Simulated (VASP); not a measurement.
Here is a VASP 6.6.1 calculation.

Contents of INCAR:

```
SYSTEM = AlNi
ALGO = Normal ; EDIFF = 1E-7
EDIFFG = -0.002 ; ENCUT = 600
GGA = PS ; IBRION = 2
ISIF = 3 ; ISMEAR = -1
LASPH = .True. ; LCHARG = .False.
LREAL = .False. ; LWAVE = .False.
NELM = 80 ; NSW = 100
PREC = Accurate ; PSTRESS = 70.0
SIGMA = 0.05
```

Contents of KPOINTS:

```
k-points
0
Gamma
  16 16 16
  0 0 0
```

The input POSCAR:

```
AlNi
1.0
    2.8619580836      0.0000000000      0.0000000000
    0.0000000000      2.8619580836      0.0000000000
    0.0000000000      0.0000000000      2.8619580836
Al Ni
1 1
Direct
    0.0000000000      0.0000000000      0.0000000000
    0.5000000000      0.5000000000      0.5000000000
```

Potentials or basis: VASP PAW PBE potentials, release 64 (Al, Ni).

Command:

```sh
$ cat potpaw_PBE.64/Al/POTCAR potpaw_PBE.64/Ni/POTCAR > POTCAR
$ mpirun -np 1 vasp_std > vasp.out
```

(1) Predict the relaxed volume.

(2) Estimate the relaxed cell.

## Answers

(1) 11.30 Å³/atom.

(2) a = 2.827 Å, b = 2.827 Å, c = 2.827 Å, α = 90.00°, β = 90.00°, γ = 90.00°.

Caveat: the cell is relaxed towards a set pressure, so the enthalpy falls and the energy may rise; the PAW data sets were made with another functional, which shifts forces and pressure a little.
